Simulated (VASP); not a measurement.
# BaH6Rh (Fm-3m) in VASP: notebook

The runs below take BaH6Rh through single point, with PBE.

Program: VASP 6.6.1. These are calculated values, not measurements. Logs are shortened: lines on timing, memory, paths and dates and some standing lists are left out, and cuts for length are marked.

### Step 1. The cell of the first run

The structure is cubic, space group Fm-3m (No. 225). The conventional cell has a = 8.299 Å, b = 8.299 Å, c = 8.299 Å, α = 90.00°, β = 90.00°, γ = 90.00°. Within 3.3 Å of Ba (site symmetry m-3m) lie 6 H at 2.50 Å. Within 2.2 Å of H (site symmetry 4mm) lie 1 Rh at 1.65 Å. Within 2.2 Å of Rh (site symmetry m-3m) lie 6 H at 1.65 Å.

### Step 2. Single point, PBE, collinear spin, ferromagnetic start

File INCAR:

```
SYSTEM = BaH6Rh
PREC = Accurate
ENCUT = 520
EDIFF = 1E-6
ISMEAR = 0
SIGMA = 0.1
LREAL = .False.
LASPH = .True.
NELM = 150
ALGO = Normal
ISIF = 2
LWAVE = .False.
LCHARG = .False.
ISPIN = 2
MAGMOM = 0 0 0 0 0 0 0 0.4
LORBIT = 11
LMAXMIX = 4
GGA = PE
NBANDS = 30
```

File KPOINTS:

```
Automatic mesh
0
Gamma
  8 8 8
  0 0 0
```

File POSCAR:

```
BaH6Rh
1.0
    0.0000000000      4.1495079564      4.1495079564
    4.1495079564      0.0000000000      4.1495079564
    4.1495079564      4.1495079564      0.0000000000
Ba H Rh
1 6 1
Direct
    0.5000000000      0.5000000000      0.5000000000
    0.8009270216      0.1990729784      0.1990729784
    0.1990729784      0.8009270216      0.8009270216
    0.1990729784      0.8009270216      0.1990729784
    0.8009270216      0.1990729784      0.8009270216
    0.1990729784      0.1990729784      0.8009270216
    0.8009270216      0.8009270216      0.1990729784
    0.0000000000      0.0000000000      0.0000000000
```

Potentials or basis: VASP PAW PBE potentials, release 64 (Ba_sv, H, Rh_pv).

Command:

```
> cat potpaw_PBE.64/Ba_sv/POTCAR potpaw_PBE.64/H/POTCAR potpaw_PBE.64/Rh_pv/POTCAR > POTCAR
> mpirun -np 1 vasp_std > vasp.out
```

OUTCAR:

```text
SYSTEM = BaH6Rh
   PREC = Accurate
   ENCUT = 520
   EDIFF = 1E-6
   ISMEAR = 0
   LREAL = .False.
   LASPH = .True.
   NELM = 150
   ISIF = 2
   ISPIN = 2
   LORBIT = 11
   GGA = PE

 ion  position               nearest neighbor table
   1  0.500  0.500  0.500-   2 2.50   3 2.50   4 2.50   5 2.50   6 2.50   7 2.50
   2  0.801  0.199  0.199-   8 1.65   1 2.50
   3  0.199  0.801  0.801-   8 1.65   1 2.50
   4  0.199  0.801  0.199-   8 1.65   1 2.50
   5  0.801  0.199  0.801-   8 1.65   1 2.50
   6  0.199  0.199  0.801-   8 1.65   1 2.50
   7  0.801  0.801  0.199-   8 1.65   1 2.50
   8  0.000  0.000  0.000-   2 1.65   3 1.65   4 1.65   5 1.65   6 1.65   7 1.65

  LATTYP: Found a face centered cubic cell.
 ALAT       =     8.2990159128

  Lattice vectors:

 A1 = (   0.0000000000,   4.1495079564,   4.1495079564)
 A2 = (   4.1495079564,   0.0000000000,   4.1495079564)
 A3 = (   4.1495079564,   4.1495079564,   0.0000000000)

Analysis of symmetry for initial positions (statically):
=====================================================================
 Subroutine PRICEL returns:
 Original cell was already a primitive cell.

 Routine SETGRP: Setting up the symmetry group for a
 face centered cubic supercell.

 Subroutine GETGRP returns: Found 48 space group operations
 (whereof 48 operations were pure point group operations)
 out of a pool of 48 trial point group operations.

The static configuration has the point symmetry O_h .

Analysis of symmetry for dynamics (positions and initial velocities):
=====================================================================
 Subroutine PRICEL returns:
 Original cell was already a primitive cell.

 Routine SETGRP: Setting up the symmetry group for a
 face centered cubic supercell.

 Subroutine GETGRP returns: Found 48 space group operations
 (whereof 48 operations were pure point group operations)
 out of a pool of 48 trial point group operations.

The dynamic configuration has the point symmetry O_h .

Analysis of structural, dynamic, and magnetic symmetry:
=====================================================================
 Subroutine PRICEL returns:
 Original cell was already a primitive cell.

 Routine SETGRP: Setting up the symmetry group for a
 face centered cubic supercell.

 Subroutine GETGRP returns: Found 48 space group operations
 (whereof 48 operations were pure point group operations)
 out of a pool of 48 trial point group operations.

The overall configuration has the point symmetry O_h .

 Subroutine INISYM returns: Found 48 space group operations
 (whereof 48 operations are pure point group operations),
 and found     1 'primitive' translations

----------------------------------------------------------------------------------------

                                     Primitive cell

  volume of cell :     142.8959

  direct lattice vectors                    reciprocal lattice vectors
     0.000000000  4.149507956  4.149507956    -0.120496214  0.120496214  0.120496214
     4.149507956  0.000000000  4.149507956     0.120496214 -0.120496214  0.120496214
     4.149507956  4.149507956  0.000000000     0.120496214  0.120496214 -0.120496214

  length of vectors
     5.868290429  5.868290429  5.868290429     0.208705565  0.208705565  0.208705565

  position of ions in fractional coordinates (direct lattice)
     0.500000000  0.500000000  0.500000000
     0.800927022  0.199072978  0.199072978
     0.199072978  0.800927022  0.800927022
     0.199072978  0.800927022  0.199072978
     0.800927022  0.199072978  0.800927022
     0.199072978  0.199072978  0.800927022
     0.800927022  0.800927022  0.199072978
     0.000000000  0.000000000  0.000000000

  ion indices of the primitive-cell ions
   primitive index   ion index
                 1           1
                 2           2
                 3           3
                 4           4
                 5           5
                 6           6
                 7           7
                 8           8

----------------------------------------------------------------------------------------

 KPOINTS: Automatic mesh

Automatic generation of k-mesh.
 Grid dimensions read from file:
 generate k-points for:    8    8    8

 Generating k-lattice:

  Cartesian coordinates                     Fractional coordinates (reciprocal lattice)
    -0.015062027  0.015062027  0.015062027     0.125000000  0.000000000  0.000000000
     0.015062027 -0.015062027  0.015062027     0.000000000  0.125000000  0.000000000
     0.015062027  0.015062027 -0.015062027     0.000000000  0.000000000  0.125000000

  Length of vectors
     0.026088196  0.026088196  0.026088196

  Shift w.r.t. Gamma in fractional coordinates (k-lattice)
     0.000000000  0.000000000  0.000000000

 Subroutine IBZKPT returns following result:
 ===========================================

 Found     29 irreducible k-points:

 Following reciprocal coordinates:
            Coordinates               Weight
[... 80 lines left out ...]
 cond. band min:      -1.9698024910   @ k =   0.1250   0.0000   0.0000
 fundamental gap:      0.0056577610
 Fermi energy:        -1.9699620376

 spin component 1

 k-point     1 :       0.0000    0.0000    0.0000
  band No.  band energies     occupation
      1     -47.2916      1.00000
      2     -47.2916      1.00000
      3     -47.2916      1.00000
      4     -28.1583      1.00000
      5     -13.3671      1.00000
      6     -13.3671      1.00000
[... 19 lines left out ...]
     26       7.9729      0.00000
     27       9.4548      0.00000

 k-point     2 :       0.1250    0.0000    0.0000
  band No.  band energies     occupation
      1     -47.2916      1.00000
      2     -47.2916      1.00000
      3     -47.2916      1.00000
      4     -28.1582      1.00000
      5     -13.3733      1.00000
      6     -13.3684      1.00000
[... 652 lines left out ...]
 k-point    24 :      -0.3750    0.2500    0.1250
  band No.  band energies     occupation
      1     -47.2916      1.00000
      2     -47.2916      1.00000
      3     -47.2916      1.00000
      4     -28.1574      1.00000
      5     -13.4005      1.00000
      6     -13.3811      1.00000
[... 19 lines left out ...]
     26       7.6805      0.00000
     27       8.1582      0.00000

 [... further k-points ...]

 spin component 2

 k-point     1 :       0.0000    0.0000    0.0000
  band No.  band energies     occupation
      1     -46.7746      1.00000
      2     -46.7746      1.00000
      3     -46.7746      1.00000
      4     -28.1573      1.00000
      5     -13.3669      1.00000
      6     -13.3669      1.00000
[... 19 lines left out ...]
     26       8.0398      0.00000
     27       9.5383      0.00000

 k-point     2 :       0.1250    0.0000    0.0000
  band No.  band energies     occupation
      1     -46.7746      1.00000
      2     -46.7746      1.00000
      3     -46.7746      1.00000
      4     -28.1572      1.00000
      5     -13.3730      1.00000
      6     -13.3682      1.00000
[... 652 lines left out ...]
 k-point    24 :      -0.3750    0.2500    0.1250
  band No.  band energies     occupation
      1     -46.7746      1.00000
      2     -46.7746      1.00000
      3     -46.7746      1.00000
      4     -28.1564      1.00000
      5     -13.3996      1.00000
      6     -13.3806      1.00000
[... 19 lines left out ...]
     26       7.7585      0.00000
     27       8.2309      0.00000

 [... further k-points ...]

 [bands above 27 left out]

------------------------ aborting loop because EDIFF is reached ----------------------------------------

  FORCE on cell =-STRESS in cart. coord.  units (eV):
  Direction    XX          YY          ZZ          XY          YZ          ZX
  --------------------------------------------------------------------------------------
  -------------------------------------------------------------------------------------
  Total        0.0850217      0.0850217      0.0850217      0.0000000      0.0000000      0.0000000
  in kB        0.9532804      0.9532804      0.9532804      0.0000000      0.0000000      0.0000000
  external PRESSURE =       0.9532804 kB  Pullay stress =       0.0000000 kB

 VOLUME and BASIS-vectors are now :
 -----------------------------------------------------------------------------
  energy-cutoff  :      520.00
  volume of cell :      142.90
      direct lattice vectors                 reciprocal lattice vectors
     0.000000000  4.149507956  4.149507956    -0.120496214  0.120496214  0.120496214
     4.149507956  0.000000000  4.149507956     0.120496214 -0.120496214  0.120496214
     4.149507956  4.149507956  0.000000000     0.120496214  0.120496214 -0.120496214

 POSITION                                       TOTAL-FORCE (eV/Angst)
 -----------------------------------------------------------------------------------
      4.14951      4.14951      4.14951         0.000000      0.000000     -0.000000
      1.65211      4.14951      4.14951        -0.033439      0.000000     -0.000000
      6.64691      4.14951      4.14951         0.033439      0.000000     -0.000000
      4.14951      1.65211      4.14951         0.000000     -0.033439     -0.000000
      4.14951      6.64691      4.14951         0.000000      0.033439     -0.000000
      4.14951      4.14951      1.65211         0.000000      0.000000     -0.033439
      4.14951      4.14951      6.64691         0.000000      0.000000      0.033439
      0.00000      0.00000      0.00000         0.000000      0.000000     -0.000000
 -----------------------------------------------------------------------------------
    total drift:                                0.000000     -0.000000     -0.000000

  FREE ENERGIE OF THE ION-ELECTRON SYSTEM (eV)
  ---------------------------------------------------
  free  energy   TOTEN  =       -28.9353979987 eV

  energy  without entropy=      -28.8632503387  energy(sigma->0) =      -28.89932417

 total charge

# of ion       s       p       d       tot
------------------------------------------
    1        2.009   5.609   0.224   7.841
    2        0.542   0.012   0.000   0.554
    3        0.542   0.012   0.000   0.554
    4        0.542   0.012   0.000   0.554
    5        0.542   0.012   0.000   0.554
    6        0.542   0.012   0.000   0.554
    7        0.542   0.012   0.000   0.554
    8        0.451   6.469   6.962  13.882
--------------------------------------------------
tot          5.712  12.153   7.186  25.050

 magnetization (x)

# of ion       s       p       d       tot
------------------------------------------
    1       -0.001   0.004  -0.004  -0.000
    2        0.009   0.001   0.000   0.010
    3        0.009   0.001   0.000   0.010
    4        0.009   0.001   0.000   0.010
    5        0.009   0.001   0.000   0.010
    6        0.009   0.001   0.000   0.010
    7        0.009   0.001   0.000   0.010
    8        0.005   0.028   0.691   0.723
--------------------------------------------------
tot          0.061   0.037   0.687   0.784
```

Wall time 5.6 min (1 thread of Intel Xeon Platinum 8259CL at 2.50GHz (Skylake/Cascade Lake), shared host); peak memory 0.53 GiB.

What came out:

| Property | Result |
| --- | --- |
| Free energy | -28.9354 eV |
| Pressure | 0.1 GPa |
| Largest force | 0.033 eV/Å |
| Net moment | 0.93 μB per cell |
| Site moments | Ba -0.00; H +0.01; Rh +0.72 μB |
| Valence electrons inside the program's atomic spheres | Ba 7.84; H 0.55; Rh 13.88 |

Forces on the atoms (eV/Å):
```
Ba   0.000  0.000  0.000
H   -0.033  0.000  0.000
H    0.033  0.000  0.000
H    0.000 -0.033  0.000
H    0.000  0.033  0.000
H    0.000  0.000 -0.033
H    0.000  0.000  0.033
Rh   0.000  0.000  0.000
```

Levels at points of the mesh, in eV from the Fermi level:
Spin up:
```
           k point  band 12  band 13  band 14  band 15  band 16  band 17  band 18  band 19  band 20  band 21
(0.00, 0.00, 0.00)    -0.69    -0.69     0.03     0.03     0.03     3.69     3.69     4.92     4.92     4.92
(0.50, 0.00, 0.00)    -0.85    -0.85    -0.66    -0.65    -0.65     4.93     5.39     5.39     5.82     5.82
(0.50, 0.50, 0.00)    -0.62    -0.62    -0.40    -0.15    -0.15     3.86     3.95     4.33     5.94     5.94
```
Spin down:
```csv
k point,band 12,band 13,band 14,band 15,band 16,band 17,band 18,band 19,band 20,band 21
"(0.00, 0.00, 0.00)",-0.11,-0.11,0.15,0.15,0.15,3.80,3.80,4.96,4.96,4.96
"(0.50, 0.00, 0.00)",-0.75,-0.75,-0.07,-0.05,-0.05,4.94,5.39,5.39,5.97,5.97
"(0.50, 0.50, 0.00)",-0.15,-0.04,-0.04,-0.02,-0.02,3.97,4.07,4.39,5.94,5.94
```

Caveat: spin-orbit coupling is left out, which moves the levels of the heavy elements.

### Step 3. Single point, PBE, collinear spin, ferromagnetic start

File INCAR:

```
PREC = Accurate
ENCUT = 520
EDIFF = 1E-6
ISMEAR = 0
SIGMA = 0.1
LREAL = F
LASPH = T
NELM = 150
ALGO = Normal
ISIF = 2
LWAVE = F
LCHARG = F
ISPIN = 2
MAGMOM = 0 0 0 0 0 0 0 0.44
LORBIT = 11
LMAXMIX = 4
GGA = PE
NBANDS = 30
```

File KPOINTS:

```
Automatic mesh
0
Gamma
  8 8 8
```

POSCAR is that of step 2.

Potentials or basis: VASP PAW PBE potentials, release 64 (Ba_sv, H, Rh_pv).

Command:

```
> cat potpaw_PBE.64/Ba_sv/POTCAR potpaw_PBE.64/H/POTCAR potpaw_PBE.64/Rh_pv/POTCAR > POTCAR
> mpirun -np 1 vasp_std > vasp.out
```

It took 4.8 min on 1 thread of Intel Xeon Platinum 8375C at 2.90GHz (Ice Lake), shared host; peak memory 0.52 GiB.

It converged, with:

| Property | Result |
| --- | --- |
| Free energy | -28.9354 eV |
| Pressure | 0.1 GPa |
| Largest force | 0.033 eV/Å |
| Net moment | 0.93 μB per cell |
| Site moments | Ba -0.00; H +0.01; Rh +0.72 μB |
| Valence electrons inside the program's atomic spheres | Ba 7.84; H 0.55; Rh 13.88 |

Forces on the atoms (eV/Å):
```
Ba   0.000  0.000  0.000
H   -0.033  0.000  0.000
H    0.033  0.000  0.000
H    0.000 -0.033  0.000
H    0.000  0.033  0.000
H    0.000  0.000 -0.033
H    0.000  0.000  0.033
Rh   0.000  0.000  0.000
```

Levels at points of the mesh, in eV from the Fermi level:
Spin up:
```
           k point  band 12  band 13  band 14  band 15  band 16  band 17  band 18  band 19  band 20  band 21
(0.00, 0.00, 0.00)    -0.69    -0.69     0.03     0.03     0.03     3.69     3.69     4.92     4.92     4.92
(0.50, 0.00, 0.00)    -0.85    -0.85    -0.66    -0.65    -0.65     4.93     5.39     5.39     5.82     5.82
(0.50, 0.50, 0.00)    -0.62    -0.62    -0.40    -0.15    -0.15     3.86     3.95     4.33     5.94     5.94
```
Spin down:
```tsv
k point	band 14	band 15	band 16	band 17	band 18	band 19
(0.00, 0.00, 0.00)	0.15	0.15	0.15	3.80	3.80	4.96
(0.50, 0.00, 0.00)	-0.07	-0.05	-0.05	4.94	5.39	5.39
(0.50, 0.50, 0.00)	-0.04	-0.02	-0.02	3.97	4.07	4.39
```

Caveat: spin-orbit coupling is left out, which moves the levels of the heavy elements.

### Step 4. Single point, PBE

This run uses another cell than the first one, of 17.34 Å³/atom, 0.971 times its volume.

File INCAR:

```
  ALGO = Normal
  EDIFF = 1E-6
  ENCUT = 520
  GGA = PE
  ISIF = 2
  ISMEAR = 0
  LASPH = T
  LCHARG = F
  LREAL = F
  LWAVE = F
  NBANDS = 26
  NELM = 60
  PREC = Accurate
  SIGMA = 0.1
```

File KPOINTS:

```
k-points
0
Gamma
  4 4 4
```

File POSCAR:

```
BaH6Rh
1.0
    0.0000000000      4.1087102700      4.1087102700
    4.1087102700      0.0000000000      4.1087102700
    4.1087102700      4.1087102700      0.0000000000
Ba H Rh
1 6 1
Direct
    0.5000000000      0.5000000000      0.5000000000
    0.7996983196      0.2003016804      0.2003016804
    0.2003016804      0.7996983196      0.7996983196
    0.2003016804      0.7996983196      0.2003016804
    0.7996983196      0.2003016804      0.7996983196
    0.2003016804      0.2003016804      0.7996983196
    0.7996983196      0.7996983196      0.2003016804
    0.0000000000      0.0000000000      0.0000000000
```

Command:

```
> cat potpaw_PBE.64/Ba_sv/POTCAR potpaw_PBE.64/H/POTCAR potpaw_PBE.64/Rh_pv/POTCAR > POTCAR
> mpirun -np 1 vasp_std > vasp.out
```

It took 39 s on 1 thread of Intel Xeon 6975P-C (Granite Rapids), shared host; peak memory 0.32 GiB.

The run converged. Its results:

- Free energy: -28.8779 eV
- Pressure: 0.4 GPa
- Largest force: 0.049 eV/Å

Forces in eV/Å, atoms in the order of the input:
```
Ba   0.000  0.000  0.000
H   -0.049  0.000  0.000
H    0.049  0.000  0.000
H    0.000 -0.049  0.000
H    0.000  0.049  0.000
H    0.000  0.000 -0.049
H    0.000  0.000  0.049
Rh   0.000  0.000  0.000
```

Levels at points of the mesh, in eV from the Fermi level:
| k point | band 12 | band 13 | band 14 | band 15 | band 16 | band 17 | band 18 | band 19 | band 20 | band 21 |
| --- | --- | --- | --- | --- | --- | --- | --- | --- | --- | --- |
| (0.00, 0.00, 0.00) | -0.17 | -0.17 | 0.12 | 0.12 | 0.12 | 3.85 | 3.85 | 4.99 | 4.99 | 4.99 |
| (0.50, 0.00, 0.00) | -0.85 | -0.85 | -0.13 | -0.10 | -0.10 | 4.95 | 5.43 | 5.43 | 6.10 | 6.10 |
| (0.50, 0.50, 0.00) | -0.21 | -0.07 | -0.07 | -0.06 | -0.06 | 4.02 | 4.17 | 4.39 | 6.01 | 6.01 |

Caveat: spin-orbit coupling is left out, which moves the levels of the heavy elements.

### Step 5. Single point, PBE

This run uses another cell than the first one, of 17.92 Å³/atom, 1.003 times its volume.

File INCAR:

```
PREC = Accurate
ENCUT = 520
EDIFF = 1E-6
ISMEAR = 0
SIGMA = 0.1
LREAL = False
LASPH = True
NELM = 100
ALGO = Normal
ISIF = 2
LWAVE = False
LCHARG = True
GGA = PE
LELF = True
LVHAR = True
NBANDS = 26
```

File KPOINTS:

```
Automatic mesh
0
Gamma
  4 4 4
```

File POSCAR:

```
BaH6Rh
1.0
    0.0000000000      4.1540092700      4.1540092700
    4.1540092700      0.0000000000      4.1540092700
    4.1540092700      4.1540092700      0.0000000000
Ba H Rh
1 6 1
Direct
    0.5000000000      0.5000000000      0.5000000000
    0.7500000000      0.2500000000      0.2500000000
    0.2500000000      0.7500000000      0.7500000000
    0.2500000000      0.7500000000      0.2500000000
    0.7500000000      0.2500000000      0.7500000000
    0.2500000000      0.2500000000      0.7500000000
    0.7500000000      0.7500000000      0.2500000000
    0.0000000000      0.0000000000      0.0000000000
```

Command:

```
> cat potpaw_PBE.64/Ba_sv/POTCAR potpaw_PBE.64/H/POTCAR potpaw_PBE.64/Rh_pv/POTCAR > POTCAR
> mpirun -np 1 vasp_std > vasp.out
```

Wall time 38 s (1 thread of Intel Xeon 6975P-C (Granite Rapids), shared host); peak memory 0.32 GiB.

Results (log left out):

```
Free energy : -23.3674 eV
Pressure    : -2.8 GPa
```

Levels at points of the mesh, in eV from the Fermi level:
| k point | band 13 | band 14 | band 15 | band 16 | band 17 | band 18 |
| --- | --- | --- | --- | --- | --- | --- |
| (0.00, 0.00, 0.00) | -0.21 | 0.20 | 0.20 | 0.20 | 1.42 | 1.42 |
| (0.50, 0.00, 0.00) | -1.78 | -0.16 | -0.14 | -0.14 | 3.52 | 3.52 |
| (0.50, 0.50, 0.00) | -0.11 | -0.11 | 0.02 | 0.02 | 1.45 | 1.84 |

Caveat: spin-orbit coupling is left out, which moves the levels of the heavy elements.

### Step 6. Overview

```tsv
spin	cell	k mesh	gap on the mesh (eV)	pressure (GPa)	largest force (eV/Å)
collinear, ferromagnetic start	a = 5.868 Å, angles 60.0°, 8 atoms	8 × 8 × 8	none	0.1	0.03
off	a = 5.811 Å, angles 60.0°, 8 atoms	4 × 4 × 4	none	0.4	0.05
off	a = 5.875 Å, angles 60.0°, 8 atoms	4 × 4 × 4	none	-2.8	-
```

Alike in all rows: task single point; level PBE; potentials or basis VASP PAW PBE potentials, release 64 (Ba_sv, H, Rh_pv); cutoff (eV) 520; smearing gaussian 0.1 eV.

Caveats: spin-orbit coupling is left out, which moves the levels of the heavy elements.

Absolute energies hang on the potentials; compare differences alone.
